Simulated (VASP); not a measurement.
A run of VASP 6.6.1:

The input POSCAR:

```
GaF
1.0
    3.1114995616      0.0000000000      0.0000000000
    0.0000000000      3.1114995616      0.0000000000
    0.0000000000      0.0000000000      3.1114995616
Ga F
1 1
Direct
    0.0000000000      0.0000000000      0.0000000000
    0.5000000000      0.5000000000      0.5000000000
```

INCAR.step1

```
  ALGO = Normal
  EDIFF = 1E-5
  ENCUT = 520
  GGA = PE
  ISIF = 2
  ISMEAR = -1
  LASPH = T
  LCHARG = F
  LREAL = F
  LWAVE = T
  NBANDS = 17
  NELM = 60
  PREC = Accurate
  SIGMA = 0.05
```

INCAR.step2

```
  AEXX = 0.25
  ALGO = Normal
  EDIFF = 1E-6
  ENCUT = 520
  GGA = PS
  ISIF = 2
  ISMEAR = -1
  ISTART = 1
  LASPH = T
  LCHARG = F
  LHFCALC = T
  LREAL = F
  LWAVE = F
  NBANDS = 17
  NELM = 60
  PREC = Accurate
  PRECFOCK = Normal
  SIGMA = 0.05
```

The input KPOINTS:

```
k-points
0
Gamma
  4 4 4
```

Potentials or basis: VASP PAW PBE potentials, release 64 (Ga_d, F).

Run with:

```sh
$ cat potpaw_PBE.64/Ga_d/POTCAR potpaw_PBE.64/F/POTCAR > POTCAR
$ cp INCAR.step1 INCAR
$ mpirun -np 1 vasp_std > vasp.out
$ cp INCAR.step2 INCAR
$ mpirun -np 1 vasp_std > vasp.out
```

Hardware: 1 thread of Intel(R) Xeon(R) Platinum 8259CL CPU @ 2.50GHz (Skylake/Cascade Lake), with other jobs on the host.

How long does it take, and how much memory?

Run time: 6.1 min on 1 thread of Intel(R) Xeon(R) Platinum 8259CL CPU @ 2.50GHz (Skylake/Cascade Lake) (shared host), peak memory 0.14 GiB. Counts: k points 10.
